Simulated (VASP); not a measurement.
# ZnS (F-43m) in VASP: a series of runs

ZnS is run at these levels: PBE; tasks: single point.

Program: VASP 6.6.1. These are calculated values, not measurements. Logs are shortened: lines on timing, memory, paths and dates and some standing lists are left out, and cuts for length are marked.

**Measured values to compare with.**

“Electronic, vibrational, and thermodynamic properties of ZnS (zincblende and rocksalt structure)”, 2009, arxiv:0911.5022 quotes, for a bulk crystal of ZnS at 19 K: band gap 3.85 eV (direct).

The runs below are set against these values where they give the same quantity.

## Step 1: The cell of the first run

The structure is cubic, space group F-43m (No. 216). Conventional cell: a = 5.435 Å, b = 5.435 Å, c = 5.435 Å, α = 90.00°, β = 90.00°, γ = 90.00°. Zn (site symmetry -43m) has 4 S at 2.35 Å within 3.1 Å. S (site symmetry -43m) has 4 Zn at 2.35 Å within 3.1 Å.

## Step 2: Single point, PBE

File INCAR:

```
SYSTEM = ZnS
PREC = Accurate
ENCUT = 520
EDIFF = 1E-6
ISMEAR = 0
SIGMA = 0.05
LREAL = .False.
LASPH = .True.
NELM = 100
ALGO = Normal
ISIF = 2
LWAVE = .False.
LCHARG = .True.
GGA = PE
LELF = .True.
LVHAR = .True.
NBANDS = 16
```

File KPOINTS:

```
Automatic mesh
0
Gamma
  12 12 12
  0 0 0
```

File POSCAR:

```
ZnS
1.0
    0.0000000000      2.7174826113      2.7174826113
    2.7174826113      0.0000000000      2.7174826113
    2.7174826113      2.7174826113      0.0000000000
Zn S
1 1
Direct
    0.0000000000      0.0000000000      0.0000000000
    0.7500000000      0.7500000000      0.7500000000
```

Potentials or basis: VASP PAW PBE potentials, release 64 (Zn, S).

Launch:

```bash
> cat potpaw_PBE.64/Zn/POTCAR potpaw_PBE.64/S/POTCAR > POTCAR
> mpirun -np 1 vasp_std > vasp.out
```

OUTCAR:

```text
SYSTEM = ZnS
   PREC = Accurate
   ENCUT = 520
   EDIFF = 1E-6
   ISMEAR = 0
   LREAL = .False.
   LASPH = .True.
   NELM = 100
   ISIF = 2
   GGA = PE

 ion  position               nearest neighbor table
   1  0.000  0.000  0.000-   2 2.35   2 2.35   2 2.35   2 2.35
   2  0.750  0.750  0.750-   1 2.35   1 2.35   1 2.35   1 2.35

  LATTYP: Found a face centered cubic cell.
 ALAT       =     5.4349652226

  Lattice vectors:

 A1 = (   0.0000000000,   2.7174826113,   2.7174826113)
 A2 = (   2.7174826113,   0.0000000000,   2.7174826113)
 A3 = (   2.7174826113,   2.7174826113,   0.0000000000)

Analysis of symmetry for initial positions (statically):
=====================================================================
 Subroutine PRICEL returns:
 Original cell was already a primitive cell.

 Routine SETGRP: Setting up the symmetry group for a
 face centered cubic supercell.

 Subroutine GETGRP returns: Found 24 space group operations
 (whereof 24 operations were pure point group operations)
 out of a pool of 48 trial point group operations.

The static configuration has the point symmetry T_d .

Analysis of symmetry for dynamics (positions and initial velocities):
=====================================================================
 Subroutine PRICEL returns:
 Original cell was already a primitive cell.

 Routine SETGRP: Setting up the symmetry group for a
 face centered cubic supercell.

 Subroutine GETGRP returns: Found 24 space group operations
 (whereof 24 operations were pure point group operations)
 out of a pool of 48 trial point group operations.

The dynamic configuration has the point symmetry T_d .

 Subroutine INISYM returns: Found 24 space group operations
 (whereof 24 operations are pure point group operations),
 and found     1 'primitive' translations

----------------------------------------------------------------------------------------

                                     Primitive cell

  volume of cell :      40.1357

  direct lattice vectors                    reciprocal lattice vectors
     0.000000000  2.717482611  2.717482611    -0.183993818  0.183993818  0.183993818
     2.717482611  0.000000000  2.717482611     0.183993818 -0.183993818  0.183993818
     2.717482611  2.717482611  0.000000000     0.183993818  0.183993818 -0.183993818

  length of vectors
     3.843100764  3.843100764  3.843100764     0.318686640  0.318686640  0.318686640

  position of ions in fractional coordinates (direct lattice)
[... 79 lines left out ...]
   EDIFF  = 0.1E-05   stopping-criterion for ELM
   LREAL  =      F    real-space projection
   EDIFFG = 0.1E-04   stopping-criterion for IOM
   NSW    =      0    number of steps for IOM
   IBRION =     -1    ionic relax: 0-MD 1-quasi-New 2-CG
   NFREE  =      0    steps in history (QN), initial steepest desc. (CG)
   ISIF   =      2    stress and relaxation
   ISYM   =      2    0-nonsym 1-usesym 2-fastsym
   POTIM  = 0.5000    time-step for ionic-motion
   TEBEG  =    0.0;   TEEND  =   0.0 temperature during run
   PSTRESS=    0.0 pullay stress
   NELECT =      18.0000    total number of electrons
   NUPDOWN=      -1.0000    fix difference up-down
   EMIN   =  10.00;   EMAX   =-10.00  energy-range for DOS
   EFERMI =   0.00;   METHOD = LEGACY
   ISMEAR =     0;   SIGMA  =   0.05  broadening in eV -4-tet -1-fermi 0-gaus
   EFERMI_NEDOS =   21; number of points for ismear=-14 and -15
   IALGO  =     38    algorithm
   IMIX   =      4    mixing-type and parameters
     AMIX     =   0.40;   BMIX     =  1.00
     AMIX_MAG =   1.60;   BMIX_MAG =  1.00
  volume/ion in A,a.u.               =      20.07       135.42
  Fermi-wavevector in a.u.,A,eV,Ry     =   1.253109  2.368033 21.364990  1.570282
  Thomas-Fermi vector in A             =   2.386978
   LORBIT       =      0    0 simple, 1 ext, 2 COOP (PROOUT), +10 PAW based schemes
   GGA     = PE    functional components
   LHFCALC =     F    Hartree Fock is set to
   AEXX    =    0.0000 exact exchange contribution
   IVDW    =     0    specifies the selected vdW correction
   LEPSILON=     F    determine dielectric tensor
   LRPA    =     F    only Hartree local field effects (RPA)
 non-spin polarized calculation
 Gauss-broadening in eV      SIGMA  =   0.05
  energy-cutoff  :      520.00
  volume of cell :       40.14
 maximum number of plane-waves:      1106
 NGX is ok and might be reduce to    30
   NGX = 15   NGY = 15   NGZ = 15

 number of electron      18.0000010 magnetization

 Free energy of the ion-electron system (eV)
  ---------------------------------------------------
  ext. energy  EPLUGINS =         0.00000000
  ---------------------------------------------------
  free energy    TOTEN  =        -6.85222890 eV

  energy without entropy =       -6.85222890  energy(sigma->0) =       -6.85222890

 E-fermi :   2.1842     XC(G=0):  -9.5499

 val. band max:        1.9485172739   @ k =   0.0000   0.0000   0.0000
 cond. band min:       3.9877071758   @ k =   0.0000   0.0000   0.0000
 fundamental gap:      2.0391899019
 Fermi energy:         2.1842393557

 k-point     1 :       0.0000    0.0000    0.0000
  band No.  band energies     occupation
      1     -11.0737      2.00000
      2      -4.3240      2.00000
      3      -4.3240      2.00000
      4      -4.3240      2.00000
      5      -3.8460      2.00000
      6      -3.8460      2.00000
[... 433 lines left out ...]
      3      -4.1661      2.00000
      4      -3.8804      2.00000
      5      -3.8275      2.00000
      6      -3.6412      2.00000
[... 8 lines left out ...]
     15      14.1970      0.00000
     16      15.7951      0.00000

 [... further k-points ...]

------------------------ aborting loop because EDIFF is reached ----------------------------------------

  FORCE on cell =-STRESS in cart. coord.  units (eV):
  Direction    XX          YY          ZZ          XY          YZ          ZX
  --------------------------------------------------------------------------------------
  -------------------------------------------------------------------------------------
  Total        0.1208312      0.1208312      0.1208312     -0.0000000      0.0000000      0.0000000
  in kB        4.8234670      4.8234670      4.8234670     -0.0000000      0.0000000      0.0000000
  external PRESSURE =       4.8234670 kB  Pullay stress =       0.0000000 kB

 VOLUME and BASIS-vectors are now :
 -----------------------------------------------------------------------------
  energy-cutoff  :      520.00
  volume of cell :       40.14
      direct lattice vectors                 reciprocal lattice vectors
     0.000000000  2.717482611  2.717482611    -0.183993818  0.183993818  0.183993818
     2.717482611  0.000000000  2.717482611     0.183993818 -0.183993818  0.183993818
     2.717482611  2.717482611  0.000000000     0.183993818  0.183993818 -0.183993818

 POSITION                                       TOTAL-FORCE (eV/Angst)
 -----------------------------------------------------------------------------------
      0.00000      0.00000      0.00000        -0.000000      0.000000      0.000000
      4.07622      4.07622      4.07622         0.000000     -0.000000     -0.000000
 -----------------------------------------------------------------------------------
    total drift:                                0.000000      0.000000      0.000000

  FREE ENERGIE OF THE ION-ELECTRON SYSTEM (eV)
  ---------------------------------------------------
  free  energy   TOTEN  =        -6.8522289022 eV

  energy  without entropy=       -6.8522289022  energy(sigma->0) =       -6.85222890
```

OSZICAR:

```text
N       E                     dE             d eps       ncg     rms          rms(c)
DAV:   1     0.891925237668E+02    0.89193E+02   -0.89710E+03  2304   0.136E+03
DAV:   2    -0.141019633174E+01   -0.90603E+02   -0.84835E+02  2648   0.262E+02
DAV:   3    -0.721859609372E+01   -0.58084E+01   -0.57853E+01  2832   0.644E+01
DAV:   4    -0.727847359133E+01   -0.59877E-01   -0.59864E-01  2888   0.682E+00
DAV:   5    -0.727917871704E+01   -0.70513E-03   -0.70512E-03  2856   0.704E-01    0.666E+00
DAV:   6    -0.687213270550E+01    0.40705E+00   -0.73457E-01  3496   0.297E+01    0.522E+00
DAV:   7    -0.685251594632E+01    0.19617E-01   -0.24491E-01  2744   0.442E+00    0.266E+00
DAV:   8    -0.685179895640E+01    0.71699E-03   -0.49518E-03  3016   0.806E-01    0.693E-01
DAV:   9    -0.685206277390E+01   -0.26382E-03   -0.12005E-03  2824   0.278E-01    0.101E-01
DAV:  10    -0.685223623977E+01   -0.17347E-03   -0.23022E-04  2840   0.140E-01    0.544E-02
DAV:  11    -0.685222810316E+01    0.81366E-05   -0.35150E-05  2656   0.859E-02    0.721E-03
DAV:  12    -0.685222890222E+01   -0.79906E-06   -0.43407E-06  3120   0.216E-02
   1 F= -.68522289E+01 E0= -.68522289E+01  d E =-.108983E-13
```

Wall time 96 s (1 thread of AMD EPYC 7R13, shared host); peak memory 0.17 GiB.

Results:

```yaml
Free_energy: -6.8522 eV
Pressure: 0.5 GPa
Band_gap_on_the_k_mesh: 2.04 eV, direct
```

Levels at points of the mesh, in eV from the valence-band top:
| k point | band 6 | band 7 | band 8 | band 9 | band 10 | band 11 | band 12 | band 13 |
| --- | --- | --- | --- | --- | --- | --- | --- | --- |
| (0.00, 0.00, 0.00) | -5.79 | 0.00 | 0.00 | 0.00 | 2.04 | 6.41 | 6.41 | 6.41 |
| (0.50, 0.00, 0.00) | -5.60 | -5.18 | -0.84 | -0.84 | 3.28 | 6.94 | 6.94 | 8.81 |
| (0.50, 0.50, 0.00) | -5.58 | -4.49 | -2.16 | -2.16 | 3.45 | 4.07 | 10.86 | 11.85 |

## Step 3: Single point, PBE

This run uses another cell than the first one, of 20.16 Å³/atom, 1.005 times its volume.

File INCAR:

```
SYSTEM = ZnS
ALGO = Normal
EDIFF = 1E-6
ENCUT = 520
GGA = PE
ISIF = 2
ISMEAR = 0
LASPH = .True.
LCHARG = .True.
LELF = .True.
LREAL = .False.
LVHAR = .True.
LWAVE = .False.
NBANDS = 16
NELM = 60
PREC = Accurate
SIGMA = 0.05
```

File KPOINTS:

```
k-points
0
Gamma
  12 12 12
  0 0 0
```

File POSCAR:

```
ZnS
1.0
    0.0000000000      2.7217991804      2.7217991804
    2.7217991804      0.0000000000      2.7217991804
    2.7217991804      2.7217991804      0.0000000000
Zn S
1 1
Direct
    0.0000000000      0.0000000000      0.0000000000
    0.7500000000      0.7500000000      0.7500000000
```

Potentials or basis: VASP PAW PBE potentials, release 64 (Zn, S).

Launch:

```bash
> cat potpaw_PBE.64/Zn/POTCAR potpaw_PBE.64/S/POTCAR > POTCAR
> mpirun -np 1 vasp_std > vasp.out
```

It took 94 s on 1 thread of AMD EPYC 7R13, shared host; peak memory 0.17 GiB.

The run converged. Its results:

* Free energy: -6.8526 eV
* Pressure: 0.1 GPa
* Band gap on the k mesh: 2.02 eV, direct

Levels at points of the mesh, in eV from the valence-band top:
```
           k point  band 6  band 7  band 8  band 9  band 10  band 11  band 12  band 13
(0.00, 0.00, 0.00)   -5.78    0.00    0.00    0.00     2.02     6.41     6.41     6.41
(0.50, 0.00, 0.00)   -5.59   -5.15   -0.83   -0.83     3.27     6.94     6.94     8.79
(0.50, 0.50, 0.00)   -5.57   -4.47   -2.14   -2.14     3.46     4.07    10.83    11.82
```

## Step 4: Single point, PBE (volume scaled by 1.020)

File INCAR:

```
SYSTEM = ZnS
PREC = Accurate
ENCUT = 520
EDIFF = 1E-6
ISMEAR = 0
SIGMA = 0.05
LREAL = .False.
LASPH = .True.
NELM = 80
ALGO = Normal
ISIF = 2
LWAVE = .False.
LCHARG = .False.
GGA = PE
NBANDS = 16
```

File KPOINTS:

```
regular mesh
0
Gamma
  12 12 12
  0 0 0
```

File POSCAR:

```
ZnS
1.0
    0.0000000000      2.7398248659      2.7398248659
    2.7398248659      0.0000000000      2.7398248659
    2.7398248659      2.7398248659      0.0000000000
Zn S
1 1
Direct
    0.0000000000      0.0000000000      0.0000000000
    0.7500000000      0.7500000000      0.7500000000
```

Launch:

```bash
> cat potpaw_PBE.64/Zn/POTCAR potpaw_PBE.64/S/POTCAR > POTCAR
> mpirun -np 1 vasp_std > vasp.out
```

It took 96 s on 1 thread of AMD EPYC 7R13, shared host; peak memory 0.17 GiB.

Results (log left out):

| Quantity | Value |
| --- | --- |
| Free energy | -6.8501 eV |
| Pressure | -1.2 GPa |
| Band gap on the k mesh | 1.93 eV, direct |

Levels at points of the mesh, in eV from the valence-band top:
| k point | band 5 | band 6 | band 7 | band 8 | band 9 | band 10 | band 11 | band 12 | band 13 | band 14 |
| --- | --- | --- | --- | --- | --- | --- | --- | --- | --- | --- |
| (0.00, 0.00, 0.00) | -5.73 | -5.73 | 0.00 | 0.00 | 0.00 | 1.93 | 6.42 | 6.42 | 6.42 | 11.64 |
| (0.50, 0.00, 0.00) | -5.71 | -5.54 | -5.02 | -0.81 | -0.81 | 3.23 | 6.95 | 6.95 | 8.72 | 11.99 |
| (0.50, 0.50, 0.00) | -5.67 | -5.53 | -4.40 | -2.07 | -2.07 | 3.50 | 4.07 | 10.69 | 11.69 | 11.69 |

Caveat: the cell differs from its parent crystal (volume scaled by 1.020).

## Step 5: Single point, PBE (volume scaled by 1.040)

File INCAR:

```
ALGO = Normal
EDIFF = 1E-6
ENCUT = 520
GGA = PE
ISIF = 2
ISMEAR = 0
LASPH = True
LCHARG = False
LREAL = False
LWAVE = False
NBANDS = 16
NELM = 100
PREC = Accurate
SIGMA = 0.05
```

File KPOINTS:

```
k-points
0
Gamma
  12 12 12
```

File POSCAR:

```
ZnS
1.0
    0.0000000000      2.7576164349      2.7576164349
    2.7576164349      0.0000000000      2.7576164349
    2.7576164349      2.7576164349      0.0000000000
Zn S
1 1
Direct
    0.0000000000      0.0000000000      0.0000000000
    0.7500000000      0.7500000000      0.7500000000
```

Potentials or basis: VASP PAW PBE potentials, release 64 (Zn, S).

Launch:

```bash
> cat potpaw_PBE.64/Zn/POTCAR potpaw_PBE.64/S/POTCAR > POTCAR
> mpirun -np 1 vasp_std > vasp.out
```

OUTCAR:

```text
EDIFF = 1E-6
   ENCUT = 520
   GGA = PE
   ISIF = 2
   ISMEAR = 0
   LASPH = True
   LREAL = False
   NELM = 100
   PREC = Accurate

 ion  position               nearest neighbor table
   1  0.000  0.000  0.000-   2 2.39   2 2.39   2 2.39   2 2.39
   2  0.750  0.750  0.750-   1 2.39   1 2.39   1 2.39   1 2.39

  LATTYP: Found a face centered cubic cell.
 ALAT       =     5.5152328698

  Lattice vectors:

 A1 = (   0.0000000000,   2.7576164349,   2.7576164349)
 A2 = (   2.7576164349,   0.0000000000,   2.7576164349)
 A3 = (   2.7576164349,   2.7576164349,   0.0000000000)

Analysis of symmetry for initial positions (statically):
=====================================================================
 Subroutine PRICEL returns:
 Original cell was already a primitive cell.

 Routine SETGRP: Setting up the symmetry group for a
 face centered cubic supercell.

 Subroutine GETGRP returns: Found 24 space group operations
 (whereof 24 operations were pure point group operations)
 out of a pool of 48 trial point group operations.

The static configuration has the point symmetry T_d .

Analysis of symmetry for dynamics (positions and initial velocities):
=====================================================================
 Subroutine PRICEL returns:
 Original cell was already a primitive cell.

 Routine SETGRP: Setting up the symmetry group for a
 face centered cubic supercell.

 Subroutine GETGRP returns: Found 24 space group operations
 (whereof 24 operations were pure point group operations)
 out of a pool of 48 trial point group operations.

The dynamic configuration has the point symmetry T_d .

 Subroutine INISYM returns: Found 24 space group operations
 (whereof 24 operations are pure point group operations),
 and found     1 'primitive' translations

----------------------------------------------------------------------------------------

                                     Primitive cell

[... 104 lines left out ...]
   EFERMI =   0.00;   METHOD = LEGACY
   ISMEAR =     0;   SIGMA  =   0.05  broadening in eV -4-tet -1-fermi 0-gaus
   EFERMI_NEDOS =   21; number of points for ismear=-14 and -15
   IALGO  =     38    algorithm
   IMIX   =      4    mixing-type and parameters
     AMIX     =   0.40;   BMIX     =  1.00
     AMIX_MAG =   1.60;   BMIX_MAG =  1.00
  volume/ion in A,a.u.               =      20.97       141.51
  Fermi-wavevector in a.u.,A,eV,Ry     =   1.234872  2.333569 20.747632  1.524908
  Thomas-Fermi vector in A             =   2.369544
   LORBIT       =      0    0 simple, 1 ext, 2 COOP (PROOUT), +10 PAW based schemes
   GGA     = PE    functional components
   LHFCALC =     F    Hartree Fock is set to
   AEXX    =    0.0000 exact exchange contribution
   IVDW    =     0    specifies the selected vdW correction
   LEPSILON=     F    determine dielectric tensor
   LRPA    =     F    only Hartree local field effects (RPA)
 non-spin polarized calculation
 Gauss-broadening in eV      SIGMA  =   0.05
  energy-cutoff  :      520.00
  volume of cell :       41.94
 maximum number of plane-waves:      1158
 NGX is ok and might be reduce to    30
   NGX = 15   NGY = 15   NGZ = 15

 number of electron      17.9999992 magnetization

 Free energy of the ion-electron system (eV)
  ---------------------------------------------------
  ext. energy  EPLUGINS =         0.00000000
  ---------------------------------------------------
  free energy    TOTEN  =        -6.84122367 eV

  energy without entropy =       -6.84122367  energy(sigma->0) =       -6.84122367

 E-fermi :   1.7692     XC(G=0):  -9.3454

 val. band max:        1.5572247657   @ k =   0.0000   0.0000   0.0000
 cond. band min:       3.4081215666   @ k =   0.0000   0.0000   0.0000
 fundamental gap:      1.8508968009
 Fermi energy:         1.7692469142

 k-point     1 :       0.0000    0.0000    0.0000
  band No.  band energies     occupation
      1     -11.1764      2.00000
      2      -4.5592      2.00000
      3      -4.5592      2.00000
      4      -4.5592      2.00000
      5      -4.1307      2.00000
      6      -4.1307      2.00000
[... 433 lines left out ...]
      3      -4.4162      2.00000
      4      -4.1544      2.00000
      5      -4.1141      2.00000
      6      -3.9369      2.00000
[... 8 lines left out ...]
     15      13.7072      0.00000
     16      15.2331      0.00000

 [... further k-points ...]
[... 5 lines left out ...]
  --------------------------------------------------------------------------------------
  -------------------------------------------------------------------------------------
  Total       -0.6242183     -0.6242183     -0.6242183     -0.0000000     -0.0000000     -0.0000000
  in kB      -23.8459965    -23.8459965    -23.8459965     -0.0000000     -0.0000000     -0.0000000
  external PRESSURE =     -23.8459965 kB  Pullay stress =       0.0000000 kB

 VOLUME and BASIS-vectors are now :
 -----------------------------------------------------------------------------
  energy-cutoff  :      520.00
  volume of cell :       41.94
      direct lattice vectors                 reciprocal lattice vectors
     0.000000000  2.757616435  2.757616435    -0.181316007  0.181316007  0.181316007
     2.757616435  0.000000000  2.757616435     0.181316007 -0.181316007  0.181316007
     2.757616435  2.757616435  0.000000000     0.181316007  0.181316007 -0.181316007

 POSITION                                       TOTAL-FORCE (eV/Angst)
 -----------------------------------------------------------------------------------
      0.00000      0.00000      0.00000         0.000000      0.000000      0.000000
      4.13642      4.13642      4.13642        -0.000000     -0.000000     -0.000000
 -----------------------------------------------------------------------------------
    total drift:                                0.000000      0.000000      0.000000

  FREE ENERGIE OF THE ION-ELECTRON SYSTEM (eV)
  ---------------------------------------------------
  free  energy   TOTEN  =        -6.8412236724 eV

  energy  without entropy=       -6.8412236724  energy(sigma->0) =       -6.84122367
```

stdout:

```text
POSCAR found type information on POSCAR ZnS
 POSCAR found :  2 types and       2 ions
 scaLAPACK will be used
 LDA part: xc-table for (Slater+PW92), standard interpolation
 POSCAR, INCAR and KPOINTS ok, starting setup
 FFT: planning ... GRIDC
 FFT: planning ... GRID_SOFT
 FFT: planning ... GRID
 WAVECAR not read
 entering main loop
```

It took 97 s on 1 thread of AMD EPYC 7R13, shared host; peak memory 0.17 GiB.

Results:

| Property | Result |
| --- | --- |
| Free energy | -6.8412 eV |
| Pressure | -2.4 GPa |
| Band gap on the k mesh | 1.85 eV, direct |

Caveat: the cell differs from its parent crystal (volume scaled by 1.040).

(Continued in part 2 of 2.)
